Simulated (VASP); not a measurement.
Here is a VASP 6.6.1 calculation.

File INCAR:

```
SYSTEM = W4S9
PREC = Accurate
ENCUT = 520
EDIFF = 1E-6
ISMEAR = 0
SIGMA = 0.02
LREAL = .FALSE.
LASPH = .TRUE.
NELM = 60
ALGO = Normal
ISIF = 2
LWAVE = .FALSE.
LCHARG = .FALSE.
GGA = PE
NBANDS = 67
```

Contents of KPOINTS:

```
Automatic mesh
0
G
  3 3 3
  0 0 0
```

The input POSCAR:

```
W4S9
1.0
    3.1877474230      5.5213404984      0.0000000000
    6.3754948460      0.0000000000      0.0000000000
    3.1877474230      1.8404468328     -7.4744429926
W S
4 9
Direct
    0.0030428070      0.0001084047      0.9980367778
    0.0030639211      0.5037211294      0.9979951693
    0.5019493442      0.0032261405      0.9964964623
    0.4920729173      0.5048568703      1.0030965528
    0.4045629669      0.4071823002      0.7882477672
    0.4046214963      0.9048925192      0.7882623502
    0.8921889854      0.4087025399      0.7952969881
    0.9069459850      0.9056403100      0.7866483169
    0.2636733373      0.2611682435      0.2103498550
    0.2636316889      0.7696961278      0.2104047086
    0.7645859421      0.2666839223      0.2069430460
    0.7651560369      0.7667439527      0.2062395822
    0.8972580982      0.5352554271      0.5370160698
```

Potentials or basis: VASP PAW PBE potentials, release 64 (W_sv, S).

Launch:

```bash
$ cat potpaw_PBE.64/W_sv/POTCAR potpaw_PBE.64/S/POTCAR > POTCAR
$ mpirun -np 1 vasp_std > vasp.out
```

(1) What does it give for the band gap on the k mesh?

(2) Predict the largest force.

(3) What does it give for the pressure?

Answers

(1) 1.25 eV.

(2) 0.503 eV/Å.

(3) 1.4 GPa.

Caveat: spin-orbit coupling is left out, which moves the levels of the heavy elements.
